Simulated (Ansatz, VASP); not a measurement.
**BiTe in VASP and in Ansatz**

INCAR

```
PREC = Accurate ; ENCUT = 500
EDIFF = 1E-6 ; ISMEAR = 1
SIGMA = 0.1 ; LREAL = False
LASPH = True ; NELM = 120
ALGO = Normal ; ISIF = 2
LWAVE = False ; LCHARG = True
GGA = PS ; LELF = True
LVHAR = True ; NBANDS = 18
GGA_COMPAT = False
```

Contents of KPOINTS:

```
regular mesh
0
Gamma
  7 7 7
```

POSCAR

```
BiTe
1.0
    0.0000000000      3.2350000000      3.2350000000
    3.2350000000      0.0000000000      3.2350000000
    3.2350000000      3.2350000000      0.0000000000
Bi Te
1 1
Direct
    0.0000000000      0.0000000000      0.0000000000
    0.5000000000      0.5000000000      0.5000000000
```

Input for Ansatz:

```yaml
crystal:
  lattice:
    bravais: fcc
    a: 6.47
  space_group: 225
  atoms:
    - { symbol: Bi, position: [0.0, 0.0, 0.0] }
    - { symbol: Te, position: [0.5, 0.0, 0.0] }
  reduce_to_primitive: true
kpoints:
  mp_grid:
    grid: [7, 7, 7]
hamiltonian:
  xc: pbesol
  pseudopotentials:
    kind: paw
scf:
  occupations:
    method: cold
output:
  forces: true
  stress: true
  eigenvalues: true
```

Alike in both runs: task single point; functional PBEsol; k mesh 7 × 7 × 7; no spin polarisation.

```csv
,VASP,Ansatz
version,VASP 6.6.1,Ansatz 0.2.0
potentials or method,"VASP PAW PBE potentials, release 64 (Bi_d, Te)","plane waves, PAW"
plane-wave cutoff (eV),500,420
occupations,"methfessel-paxton of order 1, width 0.1 eV",cold
valence electrons in the cell,21,31
```

|  | VASP | Ansatz | Ansatz less VASP |
| --- | --- | --- | --- |
| gap on the k mesh at the Fermi level (eV) | none | none | - |
| pressure (GPa) | -1.5 | -1.5 | +0.01 |

VASP's potentials were made for PBE, not for PBEsol. A gap of «none» marks a metal or a gap that the smearing closes. VASP's potentials hold 21 valence electrons a cell and Ansatz's 31, so a difference there can come from the potentials and not from the codes.

Spin-orbit coupling is off throughout.
